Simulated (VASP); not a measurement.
Crystal: GaAs (zincblende type).

```
CELL_PARAMETERS angstrom
0.00000 2.89763 2.89763
2.89763 0.00000 2.89763
2.89763 2.89763 0.00000
ATOMIC_POSITIONS crystal
Ga 0.00000 0.00000 0.00000
As 0.25000 0.25000 0.25000
```

- Program: VASP 6.6.1
- Task: relaxation of cell and atoms
- Functional: LDA
- Potentials or basis: VASP PAW LDA potentials, release 64 (Ga_d, As)
- Cutoff: 600 eV
- k mesh: 13 × 13 × 13
- Occupations: fermi-dirac, width 0.08 eV
- Spin: no spin polarisation

At the start: pressure -5.7 GPa; volume 24.33 Å³/atom.

Q: Where does the relaxation end?

A: Over 3 steps the energy falls by 44.0 meV/atom and the volume is 22.08 Å³/atom (-9.2 %); space group F-43m (No. 216, to 0.1 Å) before and after.

The path:
| step | energy change (eV) | largest force (eV/Å) | pressure (GPa) | volume (Å³) |
| --- | --- | --- | --- | --- |
| 1 | 0.0000 | 0.0000 | -5.73 | 48.66 |
| 2 | -0.0773 | 0.0000 | 2.54 | 42.78 |
| 3 | -0.0880 | 0.0000 | -0.01 | 44.16 |

Final structure:
```xyz
2
Lattice="0.0000 2.8055 2.8055 2.8055 0.0000 2.8055 2.8055 2.8055 0.0000" Properties=species:S:1:pos:R:3 pbc="T T T"
Ga    0.0000    0.0000    0.0000
As    1.4027    1.4027    1.4027
```
